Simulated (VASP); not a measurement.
## TiSi: single point with PBEsol

Crystal: TiSi.

```
Ti Si
1.0
     3.31273    0.00000    0.00000
     0.00000    6.97228    0.00000
     0.00000    0.00000    4.30861
Ti Si
4 4
Direct
  0.00000 0.50000 0.05075
  0.50000 0.50000 0.55075
  0.50000 0.00000 0.55075
  0.00000 0.00000 0.05075
  0.00000 0.75000 0.55075
  0.00000 0.25000 0.55075
  0.50000 0.25000 0.05075
  0.50000 0.75000 0.05075
```

This cell differs from its parent crystal: strain -0.080 along x and y, +0.040 along z.

- Program: VASP 6.6.1
- Task: single point
- Functional: PBEsol
- Potentials or basis: VASP PAW PBE potentials, release 64 (Ti_sv, Si)
- Cutoff: 520 eV
- k mesh: 12 × 6 × 10
- Occupations: gaussian, width 0.15 eV
- Spin: no spin polarisation

```
Pressure               : 30.5 GPa
Band gap on the k mesh : zero (bands 32 and 33 overlap by 0.84 eV)
```

Stress tensor (GPa, compression positive):
```
39.38  0.00  0.00
 0.00 40.33  0.00
 0.00  0.00 11.93
```

Levels at points of the mesh, in eV from the Fermi level:
| k point | band 29 | band 30 | band 31 | band 32 | band 33 | band 34 | band 35 | band 36 |
| --- | --- | --- | --- | --- | --- | --- | --- | --- |
| (0.00, 0.00, 0.00) | -0.88 | -0.57 | -0.41 | -0.18 | 0.06 | 0.38 | 1.29 | 1.82 |
| (0.50, 0.00, 0.00) | -2.24 | -2.24 | -0.68 | -0.68 | -0.14 | -0.14 | 1.01 | 1.01 |
| (0.00, 0.50, 0.00) | -0.66 | -0.66 | 0.49 | 0.49 | 0.58 | 0.58 | 0.97 | 0.97 |
| (0.50, 0.50, 0.00) | -2.06 | -2.06 | -2.06 | -2.06 | 0.28 | 0.28 | 0.28 | 0.28 |
| (0.00, 0.00, 0.50) | 0.00 | 0.00 | 0.07 | 0.07 | 0.68 | 0.68 | 0.87 | 0.87 |
| (0.50, 0.00, 0.50) | -1.92 | -1.92 | -1.28 | -1.28 | 1.71 | 1.71 | 2.15 | 2.15 |
| (0.00, 0.50, 0.50) | -0.25 | -0.25 | -0.25 | -0.25 | 0.45 | 0.45 | 0.45 | 0.45 |
| (0.50, 0.50, 0.50) | -1.28 | -1.28 | -1.28 | -1.28 | 2.14 | 2.14 | 2.14 | 2.14 |

Run time: 5.8 min on 1 thread of Intel(R) Xeon(R) 6975P-C (Granite Rapids), on a shared host, peak memory 0.59 GiB.

Caveat: the cell differs from its parent crystal (strain -0.080 along x and y, +0.040 along z); the stress differs along the axes, from 12 to 40 GPa; the PAW data sets were made with another functional, which shifts forces and pressure a little.
